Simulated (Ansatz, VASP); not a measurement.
NbAs in VASP and in Ansatz

```xyz
4
Lattice="-1.7168 1.7168 5.8469 1.7168 -1.7168 5.8469 1.7168 1.7168 -5.8469" Properties=species:S:1:pos:R:3 pbc="T T T"
Nb    0.0000    0.0000   -0.0108
Nb    0.0000    1.7168    2.9127
As    0.0000    0.0000    4.8754
As    1.7168    0.0000    1.9519
```

Alike in both runs: functional r2SCAN; k mesh 11 × 11 × 11; occupations fermi-dirac, width 0.1 eV; no spin polarisation.

Ansatz relaxed the structure, and its values are those at the end. VASP's run is a single point on that final structure, the one shown.

```csv
,VASP,Ansatz
version,VASP 6.6.1,Ansatz 0.2.0
potentials or method,"VASP PAW PBE potentials, release 64 (Nb_sv, As), cutoff 520 eV",PAW plane waves
valence electrons in the cell,36,56
```

```csv
,VASP,Ansatz,Ansatz less VASP
pressure (GPa),3.6,3.6,0.00
rms of the force components (eV/Å),0.004,0.004,+0.0004
```

VASP's potentials were made for PBE, not for r2SCAN. The functional is the same, so the differences come from potentials, cutoffs and numerics. VASP's potentials hold 36 valence electrons a cell and Ansatz's 56, so a difference there can come from the potentials and not from the codes. Ansatz's warnings: stress scf threshold loose.
